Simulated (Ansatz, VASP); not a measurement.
Two plane-wave programs on CdF2

```xyz
3
Lattice="0.0000 2.5798 2.5798 2.5798 0.0000 2.5798 2.5798 2.5798 0.0000" Properties=species:S:1:pos:R:3 pbc="T T T"
Cd    0.0000    0.0000    0.0000
F     1.2899    1.2899    1.2899
F     3.8697    3.8697    3.8697
```

Alike in both runs: task single point; functional PBEsol; k mesh 8 × 8 × 8; occupations gaussian, width 0.05 eV; no spin polarisation.

|  | VASP | Ansatz |
| --- | --- | --- |
| version | VASP 6.6.1 | Ansatz 0.2.0 |
| potentials or method | VASP PAW PBE potentials, release 64 (Cd, F), cutoff 520 eV | scalar-relativistic, plane waves, PAW |
| valence electrons in the cell | 26 | 34 |

VASP gave:

| Item | Value |
| --- | --- |
| gap on the k mesh at the Fermi level (eV) | 3.35 |
| least direct gap on the mesh (eV) | 3.64 |
| pressure (GPa) | 20.5 |

Q: Which values does Ansatz return?

A: gap on the k mesh at the Fermi level (eV): 3.39; least direct gap on the mesh (eV): 3.68; pressure (GPa): 18.9.

VASP's potentials were made for PBE, not for PBEsol. VASP's potentials hold 26 valence electrons a cell and Ansatz's 34, so a difference there can come from the potentials and not from the codes.
